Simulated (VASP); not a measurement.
# LiF (Fm-3m) in VASP: further runs, part 2 of 2

VASP 6.6.1. Earlier steps stand in the parts before.

### 3 Single point, PBE0

Contents of POSCAR:

```
LiF
1.0
    0.0000000000      1.9951010522      1.9951010522
    1.9951010522      0.0000000000      1.9951010522
    1.9951010522      1.9951010522      0.0000000000
Li F
1 1
Direct
    0.0000000000      0.0000000000      0.0000000000
    0.5000000000      0.5000000000      0.5000000000
```

Contents of INCAR.step1:

```
SYSTEM = LiF
ALGO = Normal ; EDIFF = 1E-5
ENCUT = 520 ; GGA = PE
ISIF = 2 ; ISMEAR = 0
LASPH = .True. ; LREAL = .False.
LWAVE = .True. ; NBANDS = 12
NELM = 100 ; PREC = Accurate
SIGMA = 0.01
```

Contents of INCAR.step2:

```
SYSTEM = LiF
AEXX = 0.25 ; ALGO = Normal
EDIFF = 1E-6 ; ENCUT = 520
GGA = PE ; ISIF = 2
ISMEAR = 0 ; ISTART = 1
LASPH = .True. ; LCHARG = .True.
LELF = .True. ; LHFCALC = .True.
LREAL = .False. ; LVHAR = .True.
LWAVE = .False. ; NBANDS = 12
NELM = 100 ; PREC = Accurate
PRECFOCK = Normal ; SIGMA = 0.01
```

Contents of KPOINTS:

```
k-points
0
Gamma
  8 8 8
  0 0 0
```

Potentials or basis: VASP PAW PBE potentials, release 64 (Li_sv, F).

Command:

```console
$ cat potpaw_PBE.64/Li_sv/POTCAR potpaw_PBE.64/F/POTCAR > POTCAR
$ cp INCAR.step1 INCAR
$ mpirun -np 1 vasp_std > vasp.out
$ cp INCAR.step2 INCAR
$ mpirun -np 1 vasp_std > vasp.out
```

OUTCAR:

```text
SYSTEM = LiF
   AEXX = 0.25
   EDIFF = 1E-6
   ENCUT = 520
   GGA = PE
   ISIF = 2
   ISMEAR = 0
   ISTART = 1
   LASPH = .True.
   LHFCALC = .True.
   LREAL = .False.
   NELM = 100
   PREC = Accurate
   PRECFOCK = Normal

 ion  position               nearest neighbor table
   1  0.000  0.000  0.000-   2 2.00   2 2.00   2 2.00   2 2.00   2 2.00   2 2.00
   2  0.500  0.500  0.500-   1 2.00   1 2.00   1 2.00   1 2.00   1 2.00   1 2.00

  LATTYP: Found a face centered cubic cell.
 ALAT       =     3.9902021044

  Lattice vectors:

 A1 = (   0.0000000000,   1.9951010522,   1.9951010522)
 A2 = (   1.9951010522,   0.0000000000,   1.9951010522)
 A3 = (   1.9951010522,   1.9951010522,   0.0000000000)

Analysis of symmetry for initial positions (statically):
=====================================================================
 Subroutine PRICEL returns:
 Original cell was already a primitive cell.

 Routine SETGRP: Setting up the symmetry group for a
 face centered cubic supercell.

 Subroutine GETGRP returns: Found 48 space group operations
 (whereof 48 operations were pure point group operations)
 out of a pool of 48 trial point group operations.

The static configuration has the point symmetry O_h .

Analysis of symmetry for dynamics (positions and initial velocities):
=====================================================================
 Subroutine PRICEL returns:
 Original cell was already a primitive cell.

 Routine SETGRP: Setting up the symmetry group for a
 face centered cubic supercell.

 Subroutine GETGRP returns: Found 48 space group operations
 (whereof 48 operations were pure point group operations)
 out of a pool of 48 trial point group operations.

The dynamic configuration has the point symmetry O_h .

 Subroutine INISYM returns: Found 48 space group operations
 (whereof 48 operations are pure point group operations),
 and found     1 'primitive' translations

----------------------------------------------------------------------------------------

                                     Primitive cell

  volume of cell :      15.8827
[... 128 lines left out ...]
 non-spin polarized calculation
 Gauss-broadening in eV      SIGMA  =   0.01
  energy-cutoff  :      520.00
  volume of cell :       15.88
 maximum number of plane-waves:       444
 NGX is ok and might be reduce to    24
  NGX = 16; NGY = 16; NGZ = 16

 number of electron       9.9999997 magnetization

 Free energy of the ion-electron system (eV)
  ---------------------------------------------------
  ext. energy  EPLUGINS =         0.00000000
  ---------------------------------------------------
  free energy    TOTEN  =       -11.91230255 eV

  energy without entropy =      -11.91230255  energy(sigma->0) =      -11.91230255

 E-fermi :  -2.7871     XC(G=0):  -7.9040

 val. band max:       -2.9857421799   @ k =   0.0000   0.0000   0.0000
 cond. band min:       9.4396357512   @ k =   0.0000   0.0000   0.0000
 fundamental gap:     12.4253779310
 Fermi energy:        -2.7871448779

 k-point     1 :       0.0000    0.0000    0.0000
  band No.  band energies     occupation
      1     -45.8964      2.00000
      2     -24.6485      2.00000
      3      -2.9857      2.00000
      4      -2.9857      2.00000
      5      -2.9857      2.00000
      6       9.4396      0.00000
      7      24.8168      0.00000
      8      24.8168      0.00000
      9      24.8168      0.00000
     10      24.9202      0.00000
     11      24.9202      0.00000
     12      24.9202      0.00000
[... 331 lines left out ...]
 k-point    24 :      -0.3750    0.2500    0.1250
  band No.  band energies     occupation
      1     -45.8191      2.00000
      2     -24.0386      2.00000
      3      -5.5404      2.00000
      4      -4.3235      2.00000
      5      -3.5223      2.00000
      6      12.9004      0.00000
      7      16.3573      0.00000
      8      19.5954      0.00000
      9      19.9372      0.00000
     10      28.4498      0.00000
     11      29.5948      0.00000
     12      35.3751      0.00000

 [... further k-points ...]

------------------------ aborting loop because EDIFF is reached ----------------------------------------

  FORCE on cell =-STRESS in cart. coord.  units (eV):
  Direction    XX          YY          ZZ          XY          YZ          ZX
  --------------------------------------------------------------------------------------
  -------------------------------------------------------------------------------------
  Total        0.0885236      0.0885236      0.0885236     -0.0000000      0.0000000     -0.0000000
  in kB        8.9298711      8.9298711      8.9298711     -0.0000000      0.0000000     -0.0000000
  external PRESSURE =       8.9298711 kB  Pullay stress =       0.0000000 kB

 VOLUME and BASIS-vectors are now :
 -----------------------------------------------------------------------------
  energy-cutoff  :      520.00
  volume of cell :       15.88
      direct lattice vectors                 reciprocal lattice vectors
     0.000000000  1.995101052  1.995101052    -0.250613872  0.250613872  0.250613872
     1.995101052  0.000000000  1.995101052     0.250613872 -0.250613872  0.250613872
     1.995101052  1.995101052  0.000000000     0.250613872  0.250613872 -0.250613872

 POSITION                                       TOTAL-FORCE (eV/Angst)
 -----------------------------------------------------------------------------------
      0.00000      0.00000      0.00000        -0.000000     -0.000000     -0.000000
      1.99510      1.99510      1.99510         0.000000      0.000000      0.000000
 -----------------------------------------------------------------------------------
    total drift:                                0.000000      0.000000     -0.000000

  FREE ENERGIE OF THE ION-ELECTRON SYSTEM (eV)
  ---------------------------------------------------
  free  energy   TOTEN  =       -11.9123025496 eV

  energy  without entropy=      -11.9123025496  energy(sigma->0) =      -11.91230255
```

OSZICAR.step1:

```text
N       E                     dE             d eps       ncg     rms          rms(c)
DAV:   1     0.283379088168E+02    0.28338E+02   -0.52725E+03   728   0.840E+02
DAV:   2    -0.920284371383E+01   -0.37541E+02   -0.36806E+02   836   0.186E+02
DAV:   3    -0.101292853578E+02   -0.92644E+00   -0.92437E+00   892   0.246E+01
DAV:   4    -0.101385391543E+02   -0.92538E-02   -0.92532E-02   784   0.274E+00
DAV:   5    -0.101386336543E+02   -0.94500E-04   -0.94500E-04   924   0.213E-01    0.454E+00
DAV:   6    -0.961685512288E+01    0.52178E+00   -0.24498E+00   784   0.980E+00    0.136E+00
DAV:   7    -0.962131043225E+01   -0.44553E-02   -0.20620E-02   932   0.123E+00    0.856E-01
DAV:   8    -0.962799705592E+01   -0.66866E-02   -0.14719E-02   836   0.126E+00    0.112E-01
DAV:   9    -0.962800552607E+01   -0.84701E-05   -0.99076E-04   808   0.283E-01    0.427E-02
DAV:  10    -0.962808028056E+01   -0.74754E-04   -0.12771E-04   788   0.888E-02    0.159E-02
DAV:  11    -0.962808219883E+01   -0.19183E-05   -0.65621E-06   556   0.241E-02
   1 F= -.96280822E+01 E0= -.96280822E+01  d E =-.331372-160
```

It took 12 min on 1 thread of Intel Xeon Platinum 8259CL at 2.50GHz (Skylake/Cascade Lake), shared host; peak memory 0.15 GiB.

What came out:

```yaml
Free_energy: -11.9123 eV
Band_gap_on_the_k_mesh: 12.43 eV
```

Caveat: the cutoff is under 1.25 times the usual one of these potentials, so pressure, stress and relaxed cells hold a basis-set (Pulay) error; the PAW data sets were made with another functional, which shifts forces and pressure a little. A k mesh can miss the band edges.
